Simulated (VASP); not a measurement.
Write the native input for VASP 6.6.1 that does the following.

| Property | Result |
| --- | --- |
| Task | single point |
| Functional | PBE |
| Potentials or basis | VASP PAW PBE potentials, release 64 (Se) |
| Cutoff | 500 eV |
| k mesh | 11 × 11 × 11 |
| Occupations | methfessel-paxton, width 0.1 eV |
| Spin | no spin polarisation |
| Dipole correction | no |
| Further INCAR settings | ALGO = Normal; EDIFF = 1e-06; NBANDS = 9 |

The structure of Se lies in POSCAR:

```
Se
1.0
    1.9565629869      1.1296218946      0.8961231267
   -1.9565629869      1.1296218946      0.8961231267
    0.0000000000     -2.2592448055      0.8961231267
Se
1
Direct
    0.0000000000      0.0000000000      0.0000000000
```

One way to write it, as run:

INCAR

```
ALGO = Normal
EDIFF = 1E-6
ENCUT = 500
GGA = PE
GGA_COMPAT = False
ISIF = 2
ISMEAR = 1
LASPH = True
LCHARG = False
LREAL = False
LWAVE = False
NBANDS = 9
NELM = 120
PREC = Accurate
SIGMA = 0.1
```

KPOINTS

```
k-points
0
Gamma
  11 11 11
```

Potentials or basis: VASP PAW PBE potentials, release 64 (Se).

Run with:

```console
$ cat potpaw_PBE.64/Se/POTCAR > POTCAR
$ mpirun -np 1 vasp_std > vasp.out
```

Results of the run:

```json
{"Pressure": "133.5 GPa", "Band gap on the k mesh": "zero (bands 3 and 4 overlap by 13.91 eV)"}
```

Caveat: the stress differs along the axes, from 128 to 136 GPa.

Run time: 9.8 s on 1 thread of Intel Xeon 8259CL, with other jobs on the host, peak memory 0.1 GiB.
